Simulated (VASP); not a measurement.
Write the native input for VASP 6.6.1 that does the following.

```
Task                   : single point
Functional             : PBEsol
Potentials or basis    : VASP PAW PBE potentials, release 64 (Ag)
Cutoff                 : 500 eV
k mesh                 : 8 × 8 × 3
Occupations            : gaussian, width 0.1 eV
Spin                   : no spin polarisation
Dipole correction      : no
Further INCAR settings : ALGO = Normal; EDIFF = 1e-06; NBANDS = 24
```

The structure of Ag lies in POSCAR:

```
Ag
1.0
    3.1431919000      0.0000000000      0.0000000000
   -1.5715959500      2.7220840300      0.0000000000
    0.0000000000      0.0000000000      9.6155610000
Ag
3
Direct
    0.0000000000      0.0000000000      0.5000000000
    0.3333333333      0.6666666667      0.2644780000
    0.3333333333      0.6666666667      0.7355220000
```

One way to write it, as run:

INCAR

```
  PREC = Accurate
  ENCUT = 500
  EDIFF = 1E-6
  ISMEAR = 0
  SIGMA = 0.1
  LREAL = False
  LASPH = True
  NELM = 120
  ALGO = Normal
  ISIF = 2
  LWAVE = False
  LCHARG = False
  GGA = PS
  NBANDS = 24
  GGA_COMPAT = False
```

KPOINTS

```
Automatic mesh
0
Gamma
  8 8 3
```

Potentials or basis: VASP PAW PBE potentials, release 64 (Ag).

The run is started by

```bash
$ cat potpaw_PBE.64/Ag/POTCAR > POTCAR
$ mpirun -np 1 vasp_std > vasp.out
```

Results of the run:

| Quantity | Value |
| --- | --- |
| Pressure | -8.2 GPa |
| Largest force | 0.508 eV/Å |
| Band gap on the k mesh | zero (an odd number of electrons rules out a gap without spin polarisation) |

Caveat: the cell stands under tension; the PAW data sets were made with another functional, which shifts forces and pressure a little.

Wall time 16 s on 1 thread of Intel(R) Xeon(R) 6975P-C (Granite Rapids) (shared host), peak memory 0.19 GiB.
